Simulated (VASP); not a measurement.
Input of a VASP 6.6.1 run:

The input INCAR:

```
  ALGO = Normal
  EDIFF = 1E-6
  ENCUT = 600
  GGA = PE
  GGA_COMPAT = False
  ISIF = 2
  ISMEAR = 0
  LASPH = True
  LCHARG = False
  LMAXMIX = 6
  LREAL = False
  LWAVE = False
  NBANDS = 33
  NELM = 200
  PREC = Accurate
  SIGMA = 0.1
```

Contents of KPOINTS:

```
k-points
0
Gamma
  12 12 10
```

Contents of POSCAR:

```
YbCr2
1.0
    3.6668697539      0.0000000000      0.0000000000
   -1.8334348770      3.1756023593      0.0000000000
    0.0000000000      0.0000000000      4.7978093940
Yb Cr
1 2
Direct
    0.0000000000      0.0000000000      0.0000000000
    0.6666666667      0.3333333333      0.5000000000
    0.3333333333      0.6666666667      0.5000000000
```

Potentials or basis: VASP PAW PBE potentials, release 64 (Yb, Cr_sv).

Command:

```sh
$ cat potpaw_PBE.64/Yb/POTCAR potpaw_PBE.64/Cr_sv/POTCAR > POTCAR
$ mpirun -np 1 vasp_std > vasp.out
```

What does it give for the band gap on the k mesh?

Zero (bands 26 and 27 overlap by 0.78 eV).

Predict the pressure.

-1.1 GPa.

Stress tensor (GPa, compression positive):
```
-1.14  0.00  0.00
 0.00 -1.14  0.00
 0.00  0.00 -1.04
```

Caveat: spin-orbit coupling is left out, which moves the levels of the heavy elements; the run has no spin polarisation, though such a crystal can be magnetic. Spin polarisation is off, so any magnetic state and its effect on volume and gap are missing.
